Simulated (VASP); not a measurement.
Set up this calculation in VASP 6.6.1, as the native input.

```yaml
Task: single point
Functional: r2SCAN
Potentials_or_basis: VASP PAW PBE potentials, release 64 (Ga_d, As)
Cutoff: 520 eV
k_mesh: 8 × 8 × 8
Occupations: gaussian, width 0.05 eV
Spin: no spin polarisation
Dipole_correction: no
Further_INCAR_settings: ALGO = Normal; EDIFF = 1e-07; NBANDS = 16
```

Crystal: GaAs.

```
Ga As
1.0
     0.00000    2.97486    2.97486
     2.97486    0.00000    2.97486
     2.97486    2.97486    0.00000
Ga As
1 1
Direct
  0.00000 0.00000 0.00000
  0.75000 0.75000 0.75000
```

This cell differs from its parent crystal: strain +0.050 along x and y, +0.050 along z.

One way to write it, as run:

POSCAR

```
GaAs
1.0
    0.0000000000      2.9748638364      2.9748638364
    2.9748638364      0.0000000000      2.9748638364
    2.9748638364      2.9748638364      0.0000000000
Ga As
1 1
Direct
    0.0000000000      0.0000000000      0.0000000000
    0.7500000000      0.7500000000      0.7500000000
```

INCAR.step1

```
SYSTEM = GaAs
ALGO = Normal
EDIFF = 1E-4
ENCUT = 520
GGA = PE
ISMEAR = 0
LASPH = .TRUE.
LCHARG = .FALSE.
LREAL = .FALSE.
LWAVE = .TRUE.
NBANDS = 16
NELM = 60
PREC = Accurate
SIGMA = 0.05
```

INCAR.step2

```
SYSTEM = GaAs
ALGO = Normal
EDIFF = 1E-7
ENCUT = 520
ISIF = 2
ISMEAR = 0
ISTART = 1
LASPH = .TRUE.
LCHARG = .FALSE.
LMIXTAU = .TRUE.
LREAL = .FALSE.
LWAVE = .FALSE.
METAGGA = R2SCAN
NBANDS = 16
NELM = 60
PREC = Accurate
SIGMA = 0.05
```

KPOINTS

```
k-points
0
G
  8 8 8
  0 0 0
```

Potentials or basis: VASP PAW PBE potentials, release 64 (Ga_d, As).

The run is started by

```console
$ cat potpaw_PBE.64/Ga_d/POTCAR potpaw_PBE.64/As/POTCAR > POTCAR
$ cp INCAR.step1 INCAR
$ mpirun -np 1 vasp_std > vasp.out
$ cp INCAR.step2 INCAR
$ mpirun -np 1 vasp_std > vasp.out
```

Results of the run:

```json
{"Pressure": "-7.4 GPa", "Band gap on the k mesh": "zero (filled and empty bands touch)"}
```

Caveat: the cell differs from its parent crystal (strain +0.050 along x and y, +0.050 along z); the PAW data sets were made with another functional, which shifts forces and pressure a little.

It took 58 s on 1 thread of Intel Xeon 6975P-C (shared host), peak memory 0.19 GiB.
